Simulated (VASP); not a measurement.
Wanted: the native input for a VASP 6.6.1 run.

```yaml
Task: single point
Functional: PBEsol
Potentials_or_basis: VASP PAW PBE potentials, release 64 (Sr_sv, O)
Cutoff: 600 eV
k_mesh: 6 × 6 × 4
Occupations: gaussian, width 0.01 eV
Spin: no spin polarisation
Dipole_correction: no
Further_INCAR_settings: ALGO = Normal; EDIFF = 1e-06; NBANDS = 24
```

The structure of SrO lies in POSCAR:

```
SrO
1.0
    4.2700309501      0.0000000000      0.0000000000
   -2.1350154750      3.6979552777      0.0000000000
    0.0000000000      0.0000000000      5.1444468281
Sr O
2 2
Direct
    0.3333333333      0.6666666667     -0.0625000000
    0.6666666667      0.3333333333      0.4375000000
    0.3333333333      0.6666666667      0.4375000000
    0.6666666667      0.3333333333      0.9375000000
```

The input as run:

INCAR

```
SYSTEM = SrO
PREC = Accurate
ENCUT = 600
EDIFF = 1E-6
ISMEAR = 0
SIGMA = 0.01
LREAL = .False.
LASPH = .True.
NELM = 120
ALGO = Normal
ISIF = 2
LWAVE = .False.
LCHARG = .True.
GGA = PS
LELF = .True.
LVHAR = .True.
NBANDS = 24
GGA_COMPAT = .False.
```

KPOINTS

```
Automatic mesh
0
Gamma
  6 6 4
  0 0 0
```

Potentials or basis: VASP PAW PBE potentials, release 64 (Sr_sv, O).

Command:

```sh
$ cat potpaw_PBE.64/Sr_sv/POTCAR potpaw_PBE.64/O/POTCAR > POTCAR
$ mpirun -np 1 vasp_std > vasp.out
```

It gave:

```yaml
Pressure: -1.2 GPa
Band_gap_on_the_k_mesh: 2.52 eV
```

Caveat: the structure was generated, so it needn't be the stable form of SrO; the PAW data sets were made with another functional, which shifts forces and pressure a little.

Wall time 64 s on 1 thread of Intel Xeon 8259CL (shared host), peak memory 0.24 GiB.
